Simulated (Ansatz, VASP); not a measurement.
# Cu in VASP and in Ansatz

Contents of INCAR:

```
  ALGO = Normal
  EDIFF = 1E-6
  ENCUT = 520
  GGA = RE
  ISIF = 2
  ISMEAR = -1
  LASPH = True
  LCHARG = False
  LREAL = False
  LWAVE = False
  NBANDS = 12
  NELM = 60
  PREC = Accurate
  SIGMA = 0.1
```

File KPOINTS:

```
k-points
0
Gamma
  24 24 24
```

The input POSCAR:

```
Cu
1.0
    0.0000000000      1.8053782129      1.8053782129
    1.8053782129      0.0000000000      1.8053782129
    1.8053782129      1.8053782129      0.0000000000
Cu
1
Direct
    0.0000000000      0.0000000000      0.0000000000
```

Input for Ansatz:

```yaml
crystal:
  lattice:
    - [0.0, 1.8053782131, 1.8053782131]
    - [1.8053782131, 0.0, 1.8053782131]
    - [1.8053782131, 1.8053782131, 0.0]
  atoms:
    - { symbol: Cu, position: [0.0, 0.0, 0.0] }
hamiltonian:
  xc: revpbe
  pseudopotentials:
    kind: paw
    azcp:
      Cu: "pseudopotentials/Cu.paw.azcp"
basis:
  ecutwfc: 420
  fft_grid_basis: typed
kpoints:
  mp_grid: { grid: [24, 24, 24], shift: [0, 0, 0] }
magnetization:
  spin_polarized: false
scf:
  occupations: { method: fermi_dirac, width: 0.1 }
output:
  stress: true
```

Alike in both runs: task single point; functional revPBE; k mesh 24 × 24 × 24; occupations fermi-dirac, width 0.1 eV; no spin polarisation.

```csv
,VASP,Ansatz
version,VASP 6.6.1,Ansatz 0.2.0
potentials or method,"VASP PAW PBE potentials, release 64 (Cu), cutoff 520 eV","plane waves (420 eV) with PAW, scalar-relativistic"
valence electrons in the cell,11,19
```

VASP gave:

| Quantity | Value |
| --- | --- |
| pressure (GPa) | 6.5 |

Problem. What did Ansatz give for the same quantities?

Solution. Pressure (GPa): 5.9.

VASP's potentials were made for PBE, not for revPBE. The functional is the same, so the differences come from potentials, cutoffs and numerics. VASP's potentials hold 11 valence electrons a cell and Ansatz's 19, so a difference there can come from the potentials and not from the codes.
